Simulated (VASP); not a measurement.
Si3Bi2TeSe2: single point with PBE

Si3Bi2TeSe2:

```
Si Bi Te Se
1.0
     5.49762    0.00000    0.00000
    -2.74881    4.76108    0.00000
     0.00000    0.00000   10.00101
Si Bi Te Se
3 2 1 2
Cartesian
  -1.5419 4.0643 8.8060
  0.0000 1.3937 8.8060
  1.5419 4.0643 8.8060
  2.7488 1.5870 7.4964
  0.0000 3.1741 3.4863
  0.0000 3.1741 6.3998
  2.7488 1.5870 3.4729
  0.0000 3.1741 10.5979
```

```json
{
 "Program": "VASP 6.6.1",
 "Task": "single point",
 "Functional": "PBE",
 "Potentials or basis": "VASP PAW PBE potentials, release 64 (Si, Bi_d, Te, Se)",
 "Cutoff": "500 eV",
 "k mesh": "3 × 3 × 1",
 "Occupations": "gaussian, width 0.15 eV",
 "Spin": "no spin polarisation"
}
```

```yaml
Pressure: 0.0 GPa
Largest_force: 0.053 eV/Å
Band_gap_on_the_k_mesh: zero (band 30 reaches 4.15 eV, above the bottom of band 31 at 3.40 eV)
```

Forces in eV/Å, atoms in the order of the input:
```
Si  -0.046  0.026  0.005
Si   0.000 -0.053  0.005
Si   0.046  0.026  0.005
Bi   0.000  0.000  0.012
Bi   0.000  0.000  0.045
Te   0.000  0.000 -0.034
Se   0.000  0.000  0.002
Se   0.000  0.000 -0.040
```

Stress tensor (GPa, compression positive):
```
 0.07  0.00  0.00
 0.00  0.07  0.00
 0.00  0.00 -0.05
```

Levels at points of the mesh, in eV from the Fermi level:
```csv
k point,band 26,band 27,band 28,band 29,band 30,band 31,band 32,band 33,band 34,band 35
"(0.00, 0.00, 0.00)",-2.89,-1.97,-1.04,-0.75,-0.75,-0.71,0.60,0.60,0.85,0.85
```

It took 73 s on 1 thread of Intel Xeon 6975P-C, on a shared host, peak memory 0.36 GiB.

Caveat: the k points lie up to 0.63 Å⁻¹ apart; spin-orbit coupling is left out, which moves the levels of the heavy elements.
